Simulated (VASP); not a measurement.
**Ni: single point with PBEsol**

Ni:

```xyz
1
Lattice="-1.3592 1.3592 1.3592 1.3592 -1.3592 1.3592 1.3592 1.3592 -1.3592" Properties=species:S:1:pos:R:3 pbc="T T T"
Ni    0.0000    0.0000    0.0000
```

This cell differs from its parent crystal: volume scaled by 0.96.

| Item | Value |
| --- | --- |
| Program | VASP 6.6.1 |
| Task | single point |
| Functional | PBEsol |
| Potentials or basis | VASP PAW PBE potentials, release 64 (Ni) |
| Cutoff | 600 eV |
| k mesh | 18 × 18 × 18 |
| Occupations | fermi-dirac, width 0.05 eV |
| Spin | collinear spin, ferromagnetic start |
| Starting moments | [0.562] μB |

| Quantity | Value |
| --- | --- |
| Pressure | 9.7 GPa |
| Net moment | 0.49 μB per cell |
| Site moments | Ni +0.49 μB |
| Valence electrons inside the program's atomic spheres | Ni 9.47 |

Levels at points of the mesh, in eV from the Fermi level:
Spin up:
```csv
k point,band 1,band 2,band 3,band 4,band 5,band 6,band 7,band 8,band 9,band 10
"(0.00, 0.00, 0.00)",-9.47,-2.44,-2.44,-2.44,-0.87,-0.87,27.29,27.29,27.29,32.75
"(0.50, 0.00, 0.00)",-5.04,-3.48,-0.95,-0.69,0.11,0.15,7.14,19.83,21.22,25.00
"(0.50, 0.50, 0.50)",-4.63,-4.63,-0.15,-0.15,-0.15,10.26,10.26,10.26,16.49,16.49
```
Spin down:
```csv
k point,band 1,band 2,band 3,band 4,band 5,band 6,band 7,band 8,band 9,band 10
"(0.00, 0.00, 0.00)",-9.46,-1.87,-1.87,-1.87,-0.42,-0.42,27.24,27.24,27.24,32.72
"(0.50, 0.00, 0.00)",-4.73,-2.96,-0.45,-0.23,0.15,0.76,7.46,19.80,21.33,25.14
"(0.50, 0.50, 0.50)",-4.33,-4.33,0.50,0.50,0.50,10.31,10.31,10.31,16.63,16.63
```

Wall time 57 s on 1 thread of Intel(R) Xeon(R) Platinum 8559C (Emerald Rapids), with other jobs on the host, peak memory 0.17 GiB.

Caveat: the PAW data sets were made with another functional, which shifts forces and pressure a little.
